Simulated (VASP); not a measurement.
# SbW in VASP: further runs

Runs on SbW. Level: r2SCAN. Tasks: single point.

Program: VASP 6.6.1. These are calculated values, not measurements. Logs are shortened: lines on timing, memory, paths and dates and some standing lists are left out, and cuts for length are marked.

## Step 1: The cell of the first run

The structure is cubic, space group F-43m (No. 216). Conventional cell: a = 6.148 Å, b = 6.148 Å, c = 6.148 Å, α = 90.00°, β = 90.00°, γ = 90.00°. W (site symmetry -43m) has 4 Sb at 2.66 Å within 3.5 Å. Within 3.5 Å of Sb (site symmetry -43m) lie 4 W at 2.66 Å.

## Step 2: Single point, r2SCAN (29.05 Å³/atom)

Contents of POSCAR:

```
SbW
1.0
    0.0000000000      3.0740146078      3.0740146078
    3.0740146078      0.0000000000      3.0740146078
    3.0740146078      3.0740146078      0.0000000000
W Sb
1 1
Direct
    0.0000000000      0.0000000000      0.0000000000
    0.2500000000      0.2500000000      0.2500000000
```

Contents of INCAR.step1:

```
SYSTEM = SbW
PREC     = Accurate       ! precision mode
ENCUT    = 520            ! plane-wave cutoff, eV
ISMEAR   = 0              ! smearing method
SIGMA    = 0.05           ! smearing width, eV
LREAL    = .False.        ! projectors in reciprocal space
LASPH    = .True.         ! aspherical terms in the spheres
NELM     = 80             ! most SCF steps
NBANDS   = 16             ! bands
GGA      = PE             ! functional
ALGO     = Normal         ! electronic algorithm
EDIFF    = 1E-4           ! SCF threshold, eV
LWAVE    = .True.         ! write WAVECAR
LCHARG   = .False.        ! write CHGCAR
```

Contents of INCAR.step2:

```
SYSTEM = SbW
PREC     = Accurate       ! precision mode
ENCUT    = 520            ! plane-wave cutoff, eV
EDIFF    = 1E-7           ! SCF threshold, eV
ISMEAR   = 0              ! smearing method
SIGMA    = 0.05           ! smearing width, eV
LREAL    = .False.        ! projectors in reciprocal space
LASPH    = .True.         ! aspherical terms in the spheres
NELM     = 80             ! most SCF steps
ALGO     = Normal         ! electronic algorithm
ISIF     = 2              ! what is computed and relaxed
LWAVE    = .False.        ! write WAVECAR
LCHARG   = .False.        ! write CHGCAR
METAGGA  = R2SCAN         ! meta-GGA
LMIXTAU  = .True.       
NBANDS   = 16             ! bands
ISTART   = 1
```

Contents of KPOINTS:

```
Automatic mesh
0
Gamma
  10 10 10
  0 0 0
```

Potentials or basis: VASP PAW PBE potentials, release 64 (W_sv, Sb).

The run is started by

```console
cat potpaw_PBE.64/W_sv/POTCAR potpaw_PBE.64/Sb/POTCAR > POTCAR
cp INCAR.step1 INCAR
mpirun -np 1 vasp_std > vasp.out
cp INCAR.step2 INCAR
mpirun -np 1 vasp_std > vasp.out
```

OUTCAR:

```text
SYSTEM = SbW
   PREC = Accurate
   ENCUT = 520
   EDIFF = 1E-7
   ISMEAR = 0
   LREAL = .False.
   LASPH = .True.
   NELM = 80
   ISIF = 2
   METAGGA = R2SCAN
   ISTART = 1

 ion  position               nearest neighbor table
   1  0.000  0.000  0.000-   2 2.66   2 2.66   2 2.66   2 2.66
   2  0.250  0.250  0.250-   1 2.66   1 2.66   1 2.66   1 2.66

  LATTYP: Found a face centered cubic cell.
 ALAT       =     6.1480292156

  Lattice vectors:

 A1 = (   0.0000000000,   3.0740146078,   3.0740146078)
 A2 = (   3.0740146078,   0.0000000000,   3.0740146078)
 A3 = (   3.0740146078,   3.0740146078,   0.0000000000)

Analysis of symmetry for initial positions (statically):
=====================================================================
 Subroutine PRICEL returns:
 Original cell was already a primitive cell.

 Routine SETGRP: Setting up the symmetry group for a
 face centered cubic supercell.

 Subroutine GETGRP returns: Found 24 space group operations
 (whereof 24 operations were pure point group operations)
 out of a pool of 48 trial point group operations.

The static configuration has the point symmetry T_d .

Analysis of symmetry for dynamics (positions and initial velocities):
=====================================================================
 Subroutine PRICEL returns:
 Original cell was already a primitive cell.

 Routine SETGRP: Setting up the symmetry group for a
 face centered cubic supercell.

 Subroutine GETGRP returns: Found 24 space group operations
 (whereof 24 operations were pure point group operations)
 out of a pool of 48 trial point group operations.

The dynamic configuration has the point symmetry T_d .

 Subroutine INISYM returns: Found 24 space group operations
 (whereof 24 operations are pure point group operations),
 and found     1 'primitive' translations

----------------------------------------------------------------------------------------

                                     Primitive cell

  volume of cell :      58.0962

  direct lattice vectors                    reciprocal lattice vectors
     0.000000000  3.074014608  3.074014608    -0.162653749  0.162653749  0.162653749
     3.074014608  0.000000000  3.074014608     0.162653749 -0.162653749  0.162653749
     3.074014608  3.074014608  0.000000000     0.162653749  0.162653749 -0.162653749

  length of vectors
     4.347313149  4.347313149  4.347313149     0.281724557  0.281724557  0.281724557
[... 80 lines left out ...]
   NELM   =     80;   NELMIN=  2; NELMDL=  0     # of ELM steps
   EDIFF  = 0.1E-06   stopping-criterion for ELM
   LREAL  =      F    real-space projection
   EDIFFG = 0.1E-05   stopping-criterion for IOM
   NSW    =      0    number of steps for IOM
   IBRION =     -1    ionic relax: 0-MD 1-quasi-New 2-CG
   NFREE  =      0    steps in history (QN), initial steepest desc. (CG)
   ISIF   =      2    stress and relaxation
   ISYM   =      2    0-nonsym 1-usesym 2-fastsym
   POTIM  = 0.5000    time-step for ionic-motion
   TEBEG  =    0.0;   TEEND  =   0.0 temperature during run
   PSTRESS=    0.0 pullay stress
   NELECT =      19.0000    total number of electrons
   NUPDOWN=      -1.0000    fix difference up-down
   EMIN   =  10.00;   EMAX   =-10.00  energy-range for DOS
   EFERMI =   0.00;   METHOD = LEGACY
   ISMEAR =     0;   SIGMA  =   0.05  broadening in eV -4-tet -1-fermi 0-gaus
   EFERMI_NEDOS =   21; number of points for ismear=-14 and -15
   IALGO  =     38    algorithm
   IMIX   =      4    mixing-type and parameters
     AMIX     =   0.40;   BMIX     =  1.00
     AMIX_MAG =   1.60;   BMIX_MAG =  1.00
  volume/ion in A,a.u.               =      29.05       196.03
  Fermi-wavevector in a.u.,A,eV,Ry     =   1.127916  2.131452 17.309258  1.272195
  Thomas-Fermi vector in A             =   2.264604
   LORBIT       =      0    0 simple, 1 ext, 2 COOP (PROOUT), +10 PAW based schemes
   METAGGA = R2SCAN    functional components
   LHFCALC =     F    Hartree Fock is set to
   AEXX    =    0.0000 exact exchange contribution
   IVDW    =     0    specifies the selected vdW correction
   LEPSILON=     F    determine dielectric tensor
   LRPA    =     F    only Hartree local field effects (RPA)
 non-spin polarized calculation
 Gauss-broadening in eV      SIGMA  =   0.05
  energy-cutoff  :      520.00
  volume of cell :       58.10
 maximum number of plane-waves:      1588
   NGX = 17   NGY = 17   NGZ = 17

 number of electron      19.0000001 magnetization

 Free energy of the ion-electron system (eV)
  ---------------------------------------------------
  ext. energy  EPLUGINS =         0.00000000
  ---------------------------------------------------
  free energy    TOTEN  =       -73.43037792 eV

  energy without entropy =      -73.42030363  energy(sigma->0) =      -73.42534077

 E-fermi :   5.5401     XC(G=0): -10.3238

 val. band max:        5.5386058268   @ k =  -0.4000   0.3000   0.1000
 cond. band min:       5.5417516133   @ k =  -0.4000   0.1000   0.0000
 fundamental gap:      0.0031457865
 Fermi energy:         5.5401029725

 k-point     1 :       0.0000    0.0000    0.0000
  band No.  band energies     occupation
      1     -70.3203      2.00000
      2     -33.9191      2.00000
      3     -33.9191      2.00000
      4     -33.9191      2.00000
      5      -5.5027      2.00000
      6       2.4538      2.00000
[... 433 lines left out ...]
      3     -33.9251      2.00000
      4     -33.9247      2.00000
      5      -4.2285      2.00000
      6       1.0111      2.00000
[... 8 lines left out ...]
     15      12.4197      0.00000
     16      15.4104      0.00000

 [... further k-points ...]

------------------------ aborting loop because EDIFF is reached ----------------------------------------

  FORCE on cell =-STRESS in cart. coord.  units (eV):
  Direction    XX          YY          ZZ          XY          YZ          ZX
  --------------------------------------------------------------------------------------
  -------------------------------------------------------------------------------------
  Total       -0.5993067     -0.5993067     -0.5993067     -0.0000000     -0.0000000     -0.0000000
  in kB      -16.5276809    -16.5276809    -16.5276809     -0.0000000     -0.0000000     -0.0000000
  external PRESSURE =     -16.5276809 kB  Pullay stress =       0.0000000 kB

 VOLUME and BASIS-vectors are now :
 -----------------------------------------------------------------------------
  energy-cutoff  :      520.00
  volume of cell :       58.10
      direct lattice vectors                 reciprocal lattice vectors
     0.000000000  3.074014608  3.074014608    -0.162653749  0.162653749  0.162653749
     3.074014608  0.000000000  3.074014608     0.162653749 -0.162653749  0.162653749
     3.074014608  3.074014608  0.000000000     0.162653749  0.162653749 -0.162653749

 POSITION                                       TOTAL-FORCE (eV/Angst)
 -----------------------------------------------------------------------------------
      0.00000      0.00000      0.00000         0.000000     -0.000000      0.000000
      1.53701      1.53701      1.53701        -0.000000      0.000000     -0.000000
 -----------------------------------------------------------------------------------
    total drift:                               -0.000000     -0.000000     -0.000000

  FREE ENERGIE OF THE ION-ELECTRON SYSTEM (eV)
  ---------------------------------------------------
  free  energy   TOTEN  =       -73.4303779205 eV

  energy  without entropy=      -73.4203036285  energy(sigma->0) =      -73.42534077
```

OUTCAR.step1:

```text
SYSTEM = SbW
   PREC = Accurate
   ENCUT = 520
   ISMEAR = 0
   LREAL = .False.
   LASPH = .True.
[... 677 lines left out ...]
      0.00000      0.00000      0.00000        -0.000000     -0.000000     -0.000000
      1.53701      1.53701      1.53701         0.000000      0.000000      0.000000
 -----------------------------------------------------------------------------------
    total drift:                               -0.000000     -0.000000     -0.000000

  FREE ENERGIE OF THE ION-ELECTRON SYSTEM (eV)
  ---------------------------------------------------
  free  energy   TOTEN  =       -13.5663426399 eV

  energy  without entropy=      -13.5555047268  energy(sigma->0) =      -13.56092368
```

OSZICAR.step1:

```text
N       E                     dE             d eps       ncg     rms          rms(c)
DAV:   1     0.124931989800E+03    0.12493E+03   -0.87994E+03  1504   0.108E+03
DAV:   2    -0.104499926536E+02   -0.13538E+03   -0.13257E+03  1912   0.297E+02
DAV:   3    -0.141352817327E+02   -0.36853E+01   -0.36178E+01  1760   0.491E+01
DAV:   4    -0.141840766937E+02   -0.48795E-01   -0.48784E-01  2080   0.660E+00
DAV:   5    -0.141851753899E+02   -0.10987E-02   -0.10987E-02  1992   0.864E-01    0.114E+01
DAV:   6    -0.135993970480E+02    0.58578E+00   -0.25887E+00  1544   0.112E+01    0.312E+00
DAV:   7    -0.135737631627E+02    0.25634E-01   -0.14780E-01  1584   0.285E+00    0.269E+00
DAV:   8    -0.135661113646E+02    0.76518E-02   -0.13412E-02  2096   0.100E+00    0.105E-01
DAV:   9    -0.135662580845E+02   -0.14672E-03   -0.58995E-04  1688   0.196E-01    0.765E-02
DAV:  10    -0.135663426399E+02   -0.84555E-04   -0.12911E-04  1664   0.732E-02
   1 F= -.13566343E+02 E0= -.13560924E+02  d E =-.108379E-01
```

It took 93 s on 1 thread of Intel Xeon Platinum 8259CL at 2.50GHz (Skylake/Cascade Lake), shared host; peak memory 0.21 GiB.

Results:

| Property | Result |
| --- | --- |
| Free energy | -73.4304 eV |
| Pressure | -1.7 GPa |
| Band gap on the k mesh | zero (an odd number of electrons rules out a gap without spin polarisation) |

Levels at points of the mesh, in eV from the Fermi level:
```tsv
k point	band 6	band 7	band 8	band 9	band 10	band 11	band 12	band 13	band 14	band 15
(0.00, 0.00, 0.00)	-3.09	-3.09	-3.09	-0.13	-0.13	3.53	5.93	5.93	5.93	6.81
(0.50, 0.00, 0.00)	-4.49	-2.75	-2.75	0.08	0.11	0.11	3.15	3.15	4.70	8.71
(0.50, 0.50, 0.00)	-4.92	-1.99	-1.99	-0.87	-0.15	0.35	1.06	1.06	6.63	6.64
```

Caveat: the PAW data sets were made with another functional, which shifts forces and pressure a little; spin-orbit coupling is left out, which moves the levels of the heavy elements.

## Step 3: Single point, r2SCAN (29.62 Å³/atom)

This run uses another cell than the first one, of 29.62 Å³/atom.

Contents of POSCAR:

```
SbW
1.0
    0.0000000000      3.0939763010      3.0939763010
    3.0939763010      0.0000000000      3.0939763010
    3.0939763010      3.0939763010      0.0000000000
W Sb
1 1
Direct
    0.0000000000      0.0000000000      0.0000000000
    0.2500000000      0.2500000000      0.2500000000
```

Contents of INCAR.step1:

```
PREC     = Accurate       # precision mode
ENCUT    = 520            # plane-wave cutoff, eV
ISMEAR   = 0              # smearing method
SIGMA    = 0.05           # smearing width, eV
LREAL    = False          # projectors in reciprocal space
LASPH    = True           # aspherical terms in the spheres
NELM     = 100            # most SCF steps
NBANDS   = 16             # bands
GGA      = PE             # functional
ALGO     = Normal         # electronic algorithm
EDIFF    = 1E-4           # SCF threshold, eV
LWAVE    = True           # write WAVECAR
LCHARG   = False          # write CHGCAR
```

Contents of INCAR.step2:

```
PREC     = Accurate       # precision mode
ENCUT    = 520            # plane-wave cutoff, eV
EDIFF    = 1E-6           # SCF threshold, eV
ISMEAR   = 0              # smearing method
SIGMA    = 0.05           # smearing width, eV
LREAL    = False          # projectors in reciprocal space
LASPH    = True           # aspherical terms in the spheres
NELM     = 100            # most SCF steps
ALGO     = Normal         # electronic algorithm
ISIF     = 2              # what is computed and relaxed
LWAVE    = False          # write WAVECAR
LCHARG   = False          # write CHGCAR
METAGGA  = R2SCAN         # meta-GGA
LMIXTAU  = True         
NBANDS   = 16             # bands
ISTART   = 1
```

Contents of KPOINTS:

```
Automatic mesh
0
Gamma
  10 10 10
```

Potentials or basis: VASP PAW PBE potentials, release 64 (W_sv, Sb).

The run is started by

```console
cat potpaw_PBE.64/W_sv/POTCAR potpaw_PBE.64/Sb/POTCAR > POTCAR
cp INCAR.step1 INCAR
mpirun -np 1 vasp_std > vasp.out
cp INCAR.step2 INCAR
mpirun -np 1 vasp_std > vasp.out
```

Wall time 2.2 min (1 thread of Intel Xeon Platinum 8259CL at 2.50GHz (Skylake/Cascade Lake), shared host); peak memory 0.23 GiB.

Results (log left out):

| Quantity | Value |
| --- | --- |
| Free energy | -73.4129 eV |
| Pressure | -3.3 GPa |
| Band gap on the k mesh | zero (an odd number of electrons rules out a gap without spin polarisation) |

Levels at points of the mesh, in eV from the Fermi level:
| k point | band 6 | band 7 | band 8 | band 9 | band 10 | band 11 | band 12 | band 13 | band 14 | band 15 |
| --- | --- | --- | --- | --- | --- | --- | --- | --- | --- | --- |
| (0.00, 0.00, 0.00) | -3.04 | -3.04 | -3.04 | -0.12 | -0.12 | 3.41 | 5.81 | 5.81 | 5.81 | 6.70 |
| (0.50, 0.00, 0.00) | -4.44 | -2.71 | -2.71 | 0.08 | 0.11 | 0.11 | 3.09 | 3.09 | 4.62 | 8.58 |
| (0.50, 0.50, 0.00) | -4.85 | -1.98 | -1.98 | -0.83 | -0.17 | 0.35 | 1.05 | 1.05 | 6.48 | 6.54 |

Caveat: the cell stands under tension; the PAW data sets were made with another functional, which shifts forces and pressure a little; spin-orbit coupling is left out, which moves the levels of the heavy elements.

(Part 1 of 2 ends here.)
